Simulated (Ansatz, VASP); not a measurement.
# HgTe: VASP beside Ansatz

File INCAR:

```
SYSTEM = HgTe
PREC = Accurate ; ENCUT = 520
EDIFF = 1E-6 ; ISMEAR = -1
SIGMA = 0.05 ; LREAL = .FALSE.
LASPH = .TRUE. ; NELM = 60
ALGO = Normal ; ISIF = 2
LWAVE = .FALSE. ; LCHARG = .TRUE.
GGA = CA ; LELF = .TRUE.
LVHAR = .TRUE. ; NBANDS = 16
```

File KPOINTS:

```
regular mesh
0
G
  12 12 12
  0 0 0
```

POSCAR

```
HgTe
1.0
    0.0000000000      2.4353354683      2.4353354683
    2.4353354683      0.0000000000      2.4353354683
    2.4353354683      2.4353354683      0.0000000000
Hg Te
1 1
Direct
    0.0000000000      0.0000000000      0.0000000000
    0.5000000000      0.5000000000      0.5000000000
```

Input for Ansatz:

```yaml
crystal:
  lattice:
    - [0.0, 2.4353354683, 2.4353354683]
    - [2.4353354683, 0.0, 2.4353354683]
    - [2.4353354683, 2.4353354683, 0.0]
  atoms:
    - { symbol: Hg, position: [0.0, 0.0, 0.0] }
    - { symbol: Te, position: [0.5, 0.5, 0.5] }
kpoints:
  mp_grid: { grid: [12, 12, 12] }
scf:
  occupations: { method: fermi_dirac, width: 0.05 }
hamiltonian:
  xc: lda
  pseudopotentials: { kind: paw, core: large }
output:
  forces: true
  stress: true
  eigenvalues: true
```

Change from the starting cell: volume scaled by 0.55, PAW files, core large.

Alike in both runs: task single point; functional LDA; k mesh 12 × 12 × 12; occupations fermi-dirac, width 0.05 eV; no spin polarisation.

|  | VASP | Ansatz |
| --- | --- | --- |
| version | VASP 6.6.1 | Ansatz 0.2.0 |
| potentials or method | VASP PAW LDA potentials, release 64 (Hg, Te) | PAW with other files of Ansatz's library (core large), scalar-relativistic |
| plane-wave cutoff (eV) | 520 | 420 |
| valence electrons in the cell | 18 | 18 |

Ansatz gave:

* pressure (GPa): 184.0

Problem. What did VASP give for the same quantities?

Solution. Pressure (GPa): 189.7.

LDA's correlation is that of Perdew and Zunger in VASP and of Perdew and Wang (1992) in Ansatz. Both programs put the cell under a high pressure, so it lies far from rest at this level. Ansatz's warnings: datasets by core.

Neither program's run includes spin-orbit coupling. Noted on VASP's run: the cell as given lies far from equilibrium.
